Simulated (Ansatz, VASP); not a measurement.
# Si in VASP and in Ansatz

The input POSCAR:

```
Si
1.0
   -3.3254442900      3.3254442900      1.9223856600
    3.3254442900     -3.3254442900      1.9223856600
    3.3254442900      3.3254442900     -1.9223856600
Si
4
Direct
    0.0865355489      0.0865355489      0.4851832886
    0.8211989400      0.8211989400      0.6423978800
    0.1788010600      0.8211989400      0.0000000000
    0.8211989400      0.1788010600      0.0000000000
```

Contents of INCAR.step1:

```
PREC = Accurate
ENCUT = 520
ISMEAR = 0
SIGMA = 0.03
LREAL = F
LASPH = T
NELM = 100
NBANDS = 16
GGA = PE
ALGO = Normal
EDIFF = 1E-4
LWAVE = T
LCHARG = F
```

INCAR.step2

```
PREC = Accurate
ENCUT = 520
EDIFF = 1E-6
ISMEAR = 0
SIGMA = 0.03
LREAL = F
LASPH = T
NELM = 100
ALGO = Normal
ISIF = 2
LWAVE = F
LCHARG = F
METAGGA = R2SCAN
LMIXTAU = T
NBANDS = 16
ISTART = 1
```

KPOINTS

```
regular mesh
0
Gamma
  10 10 10
```

Input for Ansatz:

```yaml
crystal:
  lattice:
    - [-3.32544429, 3.32544429, 1.92238566]
    - [3.32544429, -3.32544429, 1.92238566]
    - [3.32544429, 3.32544429, -1.92238566]
  atoms:
    - { symbol: Si, position: [0.0865355489, 0.0865355489, 0.4851832886] }
    - { symbol: Si, position: [0.82119894, 0.82119894, 0.64239788] }
    - { symbol: Si, position: [0.17880106, 0.82119894, 0.0] }
    - { symbol: Si, position: [0.82119894, 0.17880106, 0.0] }
basis:
  ecutwfc: 500
kpoints:
  mp_grid: { grid: [10, 10, 10] }
hamiltonian:
  xc: r2scan
scf:
  occupations: { method: gaussian, width: 0.03 }
output:
  forces: true
  stress: true
  eigenvalues: true
```

Alike in both runs: task single point; functional r2SCAN; k mesh 10 × 10 × 10; occupations gaussian, width 0.03 eV; no spin polarisation.

|  | VASP | Ansatz |
| --- | --- | --- |
| version | VASP 6.6.1 | Ansatz 0.2.0 |
| potentials or method | VASP PAW PBE potentials, release 64 (Si), cutoff 520 eV | scalar-relativistic, plane waves, PAW |
| valence electrons in the cell | 16 | 16 |

|  | VASP | Ansatz | Ansatz less VASP |
| --- | --- | --- | --- |
| gap on the k mesh at the Fermi level (eV) | none | none | - |
| rms of the force components (eV/Å) | 17.190 | 17.305 | +0.1145 |

VASP's potentials were made for PBE, not for r2SCAN. Atom by atom the forces differ by 0.115 eV/Å (rms over components). A gap of «none» marks a metal or a gap that the smearing closes.
